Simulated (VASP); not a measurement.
Runs of VASP 6.6.1 on Ni3Hg. The structure is that of space group Pm-3m (No. 221), or close to it. The cells are those of the table. 

```tsv
cell	gap on the mesh (eV)	pressure (GPa)	moment (μB)
a = 3.677 Å, 4 atoms	none	3.1	(c)
a = 3.745 Å, 4 atoms	none	-6.2	1.06
a = 3.778 Å, 4 atoms	none	(b)	1.09
a = 3.810 Å, 4 atoms	none	-12.9	1.12
a = 3.642 Å, 4 atoms	none	(a)	0.93
```

Alike in all rows: task single point; level PBEsol; potentials or basis VASP PAW PBE potentials, release 64 (Ni, Hg); spin collinear, ferromagnetic start; k mesh 6 × 6 × 6; cutoff (eV) 520; smearing fermi-dirac 0.1 eV.

Q: Fill in the values left out.

A: (a) 9.2; (b) -9.8; (c) 0.98.

Caveats: the PAW data sets were made with another functional, which shifts forces and pressure a little; spin-orbit coupling is left out, which moves the levels of the heavy elements; the cell stands under tension (at least some runs); the cell stands under pressure (at least some runs).

A k mesh can miss the band edges, and the runs leave out spin-orbit coupling on Hg.

A gap of «none» marks levels without a gap at the run's occupations.
